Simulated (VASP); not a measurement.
# Ca3MgN2 (R32) in VASP: relaxation of cell and atoms with PBE

Aim: the relaxation of cell and atoms of Ca3MgN2 with PBE.

Everything below comes from runs of VASP 6.6.1. Logs are shortened: lines on timing, memory, paths and dates and some standing lists are left out, and cuts for length are marked.

### 1 The cell of the first run

It takes space group R32 (No. 155, trigonal). Conventional cell: a = 5.485 Å, b = 5.485 Å, c = 9.886 Å, α = 90.00°, β = 90.00°, γ = 120.00°. Within 3.3 Å of Ca (site symmetry 2) lie 2 Mg at 2.45 Å and 4 N at 2.46 to 2.47 Å and 8 Ca at 3.14 to 3.30 Å. Mg (site symmetry 32) has 6 Ca at 2.45 Å and 8 N at 3.17 to 3.31 Å within 3.4 Å. N (site symmetry 3) has 6 Ca at 2.46 to 2.47 Å and 4 Mg at 3.17 to 3.31 Å and 4 N at 3.17 to 3.26 Å within 3.4 Å.

The cell was generated, and may not be a known phase.

### 2 Relaxation of cell and atoms, PBE

INCAR

```
SYSTEM = Ca3MgN2
PREC = Accurate
ENCUT = 840
EDIFF = 1E-7
ISMEAR = 0
SIGMA = 0.1
LREAL = .FALSE.
LASPH = .TRUE.
NELM = 120
ALGO = Normal
ISIF = 3
LWAVE = .FALSE.
LCHARG = .FALSE.
GGA = PE
IBRION = 2
NSW = 90
EDIFFG = -0.04
GGA_COMPAT = .FALSE.
NELMIN = 4
```

KPOINTS

```
regular mesh
0
G
  6 6 6
  0 0 0
```

POSCAR

```
Ca3MgN2
1.0
    2.7423375300      1.5832893100      3.2952716200
   -2.7423375300      1.5832893100      3.2952716200
    0.0000000000     -3.1665786200      3.2952716200
Ca Mg N
3 1 2
Direct
    0.1612730000      0.8387270000      0.5000000000
    0.5000000000      0.1612730000      0.8387270000
    0.8387270000      0.5000000000      0.1612730000
    0.0000000000      0.0000000000      0.0000000000
    0.3349770000      0.3349770000      0.3349770000
    0.6650230000      0.6650230000      0.6650230000
```

Potentials or basis: VASP PAW PBE potentials, release 64 (Ca_sv, Mg_sv, N).

Command:

```console
$ cat potpaw_PBE.64/Ca_sv/POTCAR potpaw_PBE.64/Mg_sv/POTCAR potpaw_PBE.64/N/POTCAR > POTCAR
$ mpirun -np 1 vasp_std > vasp.out
```

OUTCAR:

```text
SYSTEM = Ca3MgN2
   PREC = Accurate
   ENCUT = 840
   EDIFF = 1E-7
   ISMEAR = 0
   LREAL = .FALSE.
   LASPH = .TRUE.
   NELM = 120
   ISIF = 3
   GGA = PE
   IBRION = 2
   NSW = 90
   EDIFFG = -0.04
   NELMIN = 4

 ion  position               nearest neighbor table
   1  0.161  0.839  0.500-   4 2.45   4 2.45   6 2.46   5 2.46   6 2.47   5 2.47   3 3.14   2 3.14
                             3 3.14   2 3.14
   2  0.500  0.161  0.839-   4 2.45   4 2.45   5 2.46   6 2.46   5 2.47   6 2.47   1 3.14   1 3.14
                             3 3.14   3 3.14
   3  0.839  0.500  0.161-   4 2.45   4 2.45   6 2.46   5 2.46   6 2.47   5 2.47   1 3.14   1 3.14
                             2 3.14   2 3.14
   4  0.000  0.000  0.000-   1 2.45   1 2.45   2 2.45   3 2.45   3 2.45   2 2.45
   5  0.335  0.335  0.335-   1 2.46   2 2.46   3 2.46   2 2.47   3 2.47   1 2.47
   6  0.665  0.665  0.665-   1 2.46   3 2.46   2 2.46   3 2.47   2 2.47   1 2.47

  LATTYP: Found a trigonal (rhomboedric) cell.
 ALAT       =     4.5701242015
 COS(alpha) =     0.2798618742

  Lattice vectors:

 A1 = (   2.7423375300,   1.5832893100,   3.2952716200)
 A2 = (  -2.7423375300,   1.5832893100,   3.2952716200)
 A3 = (   0.0000000000,  -3.1665786200,   3.2952716200)

Analysis of symmetry for initial positions (statically):
=====================================================================
 Subroutine PRICEL returns:
 Original cell was already a primitive cell.

 Routine SETGRP: Setting up the symmetry group for a
 trigonal (rhombohedral) supercell.

 Subroutine GETGRP returns: Found  6 space group operations
 (whereof  6 operations were pure point group operations)
 out of a pool of 12 trial point group operations.

The static configuration has the point symmetry D_3 .

Analysis of symmetry for dynamics (positions and initial velocities):
=====================================================================
 Subroutine PRICEL returns:
 Original cell was already a primitive cell.

 Routine SETGRP: Setting up the symmetry group for a
 trigonal (rhombohedral) supercell.

 Subroutine GETGRP returns: Found  6 space group operations
 (whereof  6 operations were pure point group operations)
 out of a pool of 12 trial point group operations.

The dynamic configuration has the point symmetry D_3 .

 Subroutine INISYM returns: Found  6 space group operations
 (whereof  6 operations are pure point group operations),
 and found     1 'primitive' translations

----------------------------------------------------------------------------------------

                                     Primitive cell

  volume of cell :      85.8467

  direct lattice vectors                    reciprocal lattice vectors
     2.742337530  1.583289310  3.295271620     0.182326207  0.105266085  0.101155040
    -2.742337530  1.583289310  3.295271620    -0.182326207  0.105266085  0.101155040
     0.000000000 -3.166578620  3.295271620     0.000000000 -0.210532169  0.101155040

  length of vectors
     4.570124202  4.570124202  4.570124200     0.233572551  0.233572551  0.233572551

  position of ions in fractional coordinates (direct lattice)
     0.161273000  0.838727000  0.500000000
     0.500000000  0.161273000  0.838727000
     0.838727000  0.500000000  0.161273000
     0.000000000  0.000000000  0.000000000
     0.334977000  0.334977000  0.334977000
     0.665023000  0.665023000  0.665023000

  ion indices of the primitive-cell ions
   primitive index   ion index
                 1           1
                 2           2
                 3           3
                 4           4
                 5           5
                 6           6

----------------------------------------------------------------------------------------

 KPOINTS: regular mesh

Automatic generation of k-mesh.
 Grid dimensions read from file:
 generate k-points for:    6    6    6

 Generating k-lattice:

  Cartesian coordinates                     Fractional coordinates (reciprocal lattice)
     0.030387701  0.017544347  0.016859173     0.166666667 -0.000000000  0.000000000
    -0.030387701  0.017544347  0.016859173    -0.000000000  0.166666667  0.000000000
     0.000000000 -0.035088695  0.016859173     0.000000000  0.000000000  0.166666667

  Length of vectors
     0.038928758  0.038928758  0.038928758

  Shift w.r.t. Gamma in fractional coordinates (k-lattice)
     0.000000000  0.000000000  0.000000000

 Subroutine IBZKPT returns following result:
 ===========================================

 Found     32 irreducible k-points:

 Following reciprocal coordinates:
            Coordinates               Weight
  0.000000  0.000000  0.000000      1.000000
  0.166667  0.000000 -0.000000      6.000000
  0.333333  0.000000 -0.000000      6.000000
  0.500000  0.000000 -0.000000      3.000000
  0.166667  0.166667 -0.000000      6.000000
  0.333333  0.166667 -0.000000     12.000000
[... 16 lines left out ...]
  0.500000  0.500000  0.166667      6.000000
 -0.333333  0.500000  0.166667     12.000000
 [... further k-points ...]
   k-points           NKPTS =     32   k-points in BZ     NKDIM =     32   number of bands    NBANDS=     30
   number of dos      NEDOS =    301   number of ions     NIONS =      6
   total plane-waves  NPLWV = 110592
   dimension x,y,z NGX =    48 NGY =   48 NGZ =   48
   dimension x,y,z NGXF=    96 NGYF=   96 NGZF=   96
   ions per type =               3   1   2
   NGX,Y,Z   is equivalent  to a cutoff of  17.46, 17.46, 17.46 a.u.
   NGXF,Y,Z  is equivalent  to a cutoff of  34.92, 34.92, 34.92 a.u.
 SYSTEM =  Ca3MgN2
   PREC   = accura    normal or accurate (medium, high low for compatibility)
   ISTART =      0    job   : 0-new  1-cont  2-samecut
   ICHARG =      2    charge: 1-file 2-atom 10-const
   ISPIN  =      1    spin polarized calculation?
   LNONCOLLINEAR =      F non collinear calculations
   LSORBIT =      F    spin-orbit coupling
   LASPH  =      T    aspherical Exc in radial PAW
   ENCUT  =  840.0 eV  61.74 Ry    7.86 a.u.  10.80 10.80 10.80*2*pi/ulx,y,z
   NELM   =    120;   NELMIN=  4; NELMDL= -5     # of ELM steps
   EDIFF  = 0.1E-06   stopping-criterion for ELM
   LREAL  =      F    real-space projection
   EDIFFG = -.4E-01   stopping-criterion for IOM
   NSW    =     90    number of steps for IOM
   IBRION =      2    ionic relax: 0-MD 1-quasi-New 2-CG
   NFREE  =      1    steps in history (QN), initial steepest desc. (CG)
   ISIF   =      3    stress and relaxation
   ISYM   =      2    0-nonsym 1-usesym 2-fastsym
   POTIM  = 0.5000    time-step for ionic-motion
   TEBEG  =    0.0;   TEEND  =   0.0 temperature during run
   PSTRESS=    0.0 pullay stress
   NELECT =      50.0000    total number of electrons
   NUPDOWN=      -1.0000    fix difference up-down
   EMIN   =  10.00;   EMAX   =-10.00  energy-range for DOS
   EFERMI =   0.00;   METHOD = LEGACY
   ISMEAR =     0;   SIGMA  =   0.10  broadening in eV -4-tet -1-fermi 0-gaus
   EFERMI_NEDOS =   21; number of points for ismear=-14 and -15
   IALGO  =     38    algorithm
   IMIX   =      4    mixing-type and parameters
     AMIX     =   0.40;   BMIX     =  1.00
     AMIX_MAG =   1.60;   BMIX_MAG =  1.00
  volume/ion in A,a.u.               =      14.31        96.55
  Fermi-wavevector in a.u.,A,eV,Ry     =   1.367173  2.583583 25.431510  1.869163
  Thomas-Fermi vector in A             =   2.493249
   LORBIT       =      0    0 simple, 1 ext, 2 COOP (PROOUT), +10 PAW based schemes
   GGA     = PE    functional components
   LHFCALC =     F    Hartree Fock is set to
   AEXX    =    0.0000 exact exchange contribution
   IVDW    =     0    specifies the selected vdW correction
   LEPSILON=     F    determine dielectric tensor
   LRPA    =     F    only Hartree local field effects (RPA)
 conjugate gradient relaxation of ions
 non-spin polarized calculation
 Gauss-broadening in eV      SIGMA  =   0.10
  energy-cutoff  :      840.00
  volume of cell :       85.85
 maximum number of plane-waves:      4757
 NGX is ok and might be reduce to    48
   NGX = 21   NGY = 21   NGZ = 21

--------------------------------------- Ionic step        1  -------------------------------------------

 number of electron      50.0000006 magnetization

 Free energy of the ion-electron system (eV)
  ---------------------------------------------------
  ext. energy  EPLUGINS =         0.00000000
  ---------------------------------------------------
  free energy    TOTEN  =       -18.81849431 eV

  energy without entropy =      -18.81849431  energy(sigma->0) =      -18.81849431

 E-fermi :   5.2740     XC(G=0): -10.8042

 val. band max:        4.7384907122   @ k =  -0.3333   0.3333   0.0000
 cond. band min:       5.7528522550   @ k =  -0.3333  -0.3333   0.1667
 fundamental gap:      1.0143615428
 Fermi energy:         5.2739876137

 k-point     1 :       0.0000    0.0000    0.0000
  band No.  band energies     occupation
      1     -72.0324      2.00000
      2     -38.8758      2.00000
      3     -38.7839      2.00000
      4     -38.7839      2.00000
      5     -34.8719      2.00000
      6     -34.6704      2.00000
[... 1698 lines left out ...]
     29       4.9428      0.00000
     30       5.2234      0.00000

 [... further k-points ...]

[... ionic steps 4 to 12 ...]

--------------------------------------- Ionic step       13  -------------------------------------------

 number of electron      50.0000008 magnetization

------------------------ aborting loop because EDIFF is reached ----------------------------------------

  FORCE on cell =-STRESS in cart. coord.  units (eV):
  Direction    XX          YY          ZZ          XY          YZ          ZX
  --------------------------------------------------------------------------------------
  -------------------------------------------------------------------------------------
  Total       -0.0967740     -0.0967740      0.1528351      0.0000000      0.0000000      0.0000000
  in kB       -1.3095596     -1.3095596      2.0681863      0.0000000      0.0000000      0.0000000
  external PRESSURE =      -0.1836443 kB  Pullay stress =       0.0000000 kB
[... 65 lines left out ...]
  energy  without entropy=      -23.6712240540  energy(sigma->0) =      -23.67215170

--------------------------------------- Ionic step       15  -------------------------------------------

 number of electron      50.0000009 magnetization

 Free energy of the ion-electron system (eV)
  ---------------------------------------------------
  ext. energy  EPLUGINS =         0.00000000
  ---------------------------------------------------
  free energy    TOTEN  =       -23.67362743 eV

  energy without entropy =      -23.67185234  energy(sigma->0) =      -23.67273989

 E-fermi :   3.3869     XC(G=0):  -9.3315

 val. band max:        3.3583705195   @ k =   0.5000   0.0000  -0.0000
 cond. band min:       3.4058357383   @ k =   0.5000   0.0000  -0.0000
 fundamental gap:      0.0474652189
 Fermi energy:         3.3868560810

 k-point     1 :       0.0000    0.0000    0.0000
  band No.  band energies     occupation
      1     -72.9534      2.00000
      2     -39.7600      2.00000
      3     -39.7600      2.00000
      4     -39.6714      2.00000
      5     -37.4226      2.00000
      6     -37.2880      2.00000
[... 816 lines left out ...]
  FREE ENERGIE OF THE ION-ELECTRON SYSTEM (eV)
  ---------------------------------------------------
  free  energy   TOTEN  =       -23.6736274337 eV

  energy  without entropy=      -23.6718523384  energy(sigma->0) =      -23.67273989

 reached required accuracy - stopping structural energy minimisation
```

Wall time 30 min (1 thread of AMD EPYC 9R45 (Zen 5), shared host); peak memory 0.42 GiB.

What came out:

```
Free energy                           : -23.6736 eV
Relaxed volume                        : 19.72 Å³/atom
Relaxed cell                          : a = 4.914 Å, b = 4.914 Å, c = 4.914 Å, α = 87.27°, β = 87.27°, γ = 87.27°
Space group after relaxing (to 0.1 Å) : R32 (No. 155)
Energy gained by relaxing             : 809.2 meV/atom
Ionic steps                           : 15
Pressure after relaxing               : 0.0 GPa
Largest force after relaxing          : 0.024 eV/Å
Band gap on the k mesh                : 0.05 eV
```

Forces in eV/Å, atoms in the order of the input:
```
Ca   0.024  0.000  0.000
Ca  -0.012  0.021  0.000
Ca  -0.012 -0.021  0.000
Mg   0.000  0.000  0.000
N    0.000  0.000 -0.010
N    0.000  0.000  0.010
```

Step by step:
```tsv
step	energy change (eV)	largest force (eV/Å)	pressure (GPa)	volume (Å³)
1	0.0000	3.0575	27.53	85.85
2	-3.3276	1.4356	-1.09	120.12
3	-3.3685	1.2617	-2.91	125.63
4	-4.0855	1.0736	-2.30	124.09
5	-4.5755	0.8454	-0.80	121.53
6	-4.2371	1.9762	6.23	113.89
7	-4.6719	0.8495	1.21	119.02
8	-4.8149	0.3200	0.01	122.24
9	-4.8151	0.3033	-0.02	122.34
10	-4.8306	0.1901	-0.51	122.45
11	-4.8375	0.0919	-1.09	122.59
12	-4.8467	0.0811	-0.76	121.18
13	-4.8546	0.0639	-0.02	118.40
14	-4.8546	0.0633	0.01	118.28
15	-4.8551	0.0238	0.02	118.30
```

Final structure:
```xyz
6
Lattice="3.3911 1.9579 2.9696 -3.3911 1.9579 2.9696 0.0000 -3.9157 2.9696" Properties=species:S:1:pos:R:3 pbc="T T T"
Ca   -1.7581    0.0000    4.4544
Ca    0.8791   -1.5226    4.4544
Ca    0.8791    1.5226    4.4544
Mg    0.0000    0.0000    0.0000
N     0.0000    0.0000    2.7414
N     0.0000    0.0000    6.1675
```

Caveat: the volume moved by over 15 % at a fixed basis, so the end points are rough.
